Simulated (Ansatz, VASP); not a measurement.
# One calculation of HfO2, two programs

File INCAR:

```
SYSTEM = HfO2
PREC = Accurate ; ENCUT = 520
EDIFF = 1E-6 ; ISMEAR = -1
SIGMA = 0.02 ; LREAL = .False.
LASPH = .True. ; NELM = 60
ALGO = Normal ; ISIF = 2
LWAVE = .False. ; LCHARG = .False.
GGA = PE ; NBANDS = 18
```

File KPOINTS:

```
Automatic mesh
0
Gamma
  8 8 8
  0 0 0
```

POSCAR

```
HfO2
1.0
    0.0000000000      2.5982289967      2.5071283606
    2.5982289967      0.0000000000      2.5071283606
    2.5982289967      2.5982289967      0.0000000000
Hf O
1 2
Direct
    0.0000000000      0.0000000000      0.0000000000
    0.2500000000      0.2500000000      0.2500000000
    0.7500000000      0.7500000000      0.7500000000
```

Input for Ansatz:

```yaml
crystal:
  lattice:
    - [0.0, 2.5982289967, 2.5071283606]
    - [2.5982289967, 0.0, 2.5071283606]
    - [2.5982289967, 2.5982289967, 0.0]
  atoms:
    - { symbol: Hf, position: [0.0, 0.0, 0.0] }
    - { symbol: O, position: [0.25, 0.25, 0.25] }
    - { symbol: O, position: [0.75, 0.75, 0.75] }
kpoints:
  mp_grid: { grid: [8, 8, 8] }
  band_path:
    path:
      - [0.0, 0.0, 0.0]
      - [0.5, 0.0, 0.5]
      - [0.625, 0.25, 0.625]
      - [0.375, 0.375, 0.75]
      - [0.5, 0.5, 0.5]
      - [0.5, 0.25, 0.75]
      - [0.5, 0.5, 0.0]
    npoints: 1
hamiltonian:
  xc: pbe
scf:
  occupations: { method: fermi_dirac, width: 0.02 }
  n_extra_bands: 4
output:
  forces: true
  stress: true
  eigenvalues: true
```

Change from the starting cell: epitaxial_xy strain +2.7%.

Alike in both runs: task single point; functional PBE; k mesh 8 × 8 × 8; occupations fermi-dirac, width 0.02 eV; no spin polarisation.

|  | VASP | Ansatz |
| --- | --- | --- |
| version | VASP 6.6.1 | Ansatz 0.2.0 |
| potentials or method | VASP PAW PBE potentials, release 64 (Hf_pv, O) | plane waves, PAW |
| plane-wave cutoff (eV) | 520 | 420 |
| valence electrons in the cell | 22 | 38 |

```csv
,VASP,Ansatz,Ansatz less VASP
gap on the k mesh at the Fermi level (eV),3.34,3.36,+0.017
pressure (GPa),-8.5,-5.1,+3.41
"traceless stress, the component that is largest in VASP (GPa)",10.57,10.38,-0.184
```

VASP's potentials hold 22 valence electrons a cell and Ansatz's 38, so a difference there can come from the potentials and not from the codes.

Neither program's run includes spin-orbit coupling.
